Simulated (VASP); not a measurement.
CoO: single point with PBE+U

The system is CoO.

```
Co O
1.0
     2.66125    0.00000    0.00000
     0.00000    2.66125    0.00000
     0.00000    0.00000    2.66125
Co O
1 1
Direct
  0.00000 0.00000 0.00000
  0.50000 0.50000 0.50000
```

```
Program             : VASP 6.6.1
Task                : single point
Functional          : PBE
Potentials or basis : VASP PAW PBE potentials, release 64 (Co_sv, O)
Cutoff              : 700 eV
k mesh              : 10 × 10 × 10
Occupations         : gaussian, width 0.02 eV
Spin                : collinear spin, ferromagnetic start
Starting moments    : [3.0, 0.0] μB
Hubbard terms       : Co d U = 3.32 eV
```

```
Pressure                                              : -2.8 GPa
Band gap on the k mesh                                : 0.94 eV (least direct gap 1.77 eV)
Net moment                                            : 3.00 μB per cell
Site moments                                          : Co +2.63; O +0.26 μB
Valence electrons inside the program's atomic spheres : Co 14.87; O 4.95
```

Levels at points of the mesh, in eV from the valence-band top:
Spin up:
```
           k point  band 9  band 10  band 11  band 12  band 13  band 14  band 15  band 16  band 17  band 18
(0.00, 0.00, 0.00)   -3.91    -3.91    -1.60    -1.60    -1.60     0.94    15.33    15.33    19.60    19.60
(0.50, 0.00, 0.00)   -4.33    -3.85    -2.04     0.00     0.00     6.38     8.25    16.85    17.53    17.53
(0.50, 0.50, 0.00)   -4.36    -4.34    -4.14    -2.26    -0.68     5.58    11.37    11.37    16.40    23.74
(0.50, 0.50, 0.50)   -2.23    -2.23    -0.66    -0.66    -0.66     7.08     7.08     7.08    14.01    21.24
```
Spin down:
| k point | band 8 | band 9 | band 10 | band 11 | band 12 | band 13 |
| --- | --- | --- | --- | --- | --- | --- |
| (0.00, 0.00, 0.00) | -1.11 | -1.11 | -1.11 | 1.63 | 2.67 | 2.67 |
| (0.50, 0.00, 0.00) | -1.57 | -1.57 | -0.51 | 2.77 | 3.48 | 3.48 |
| (0.50, 0.50, 0.00) | -2.78 | -0.56 | -0.18 | 1.59 | 1.94 | 1.94 |
| (0.50, 0.50, 0.50) | -4.67 | -0.53 | -0.53 | 3.81 | 3.81 | 3.81 |

Eigenvalues of the final occupation matrices:
| site | spin | trace | eigenvalues |
| --- | --- | --- | --- |
| site 1 d | 1 | 4.66 | 0.91 0.91 0.94 0.94 0.94 |
| site 1 d | 2 | 2.03 | 0.08 0.08 0.08 0.89 0.89 |

It took 42 s on 1 thread of AMD EPYC 9R45 (Zen 5) (shared host), peak memory 0.15 GiB.

Caveat: a cell with one magnetic atom can't hold antiferromagnetic order, which such compounds often take. The state reached can hang on the start; a lower one may exist.
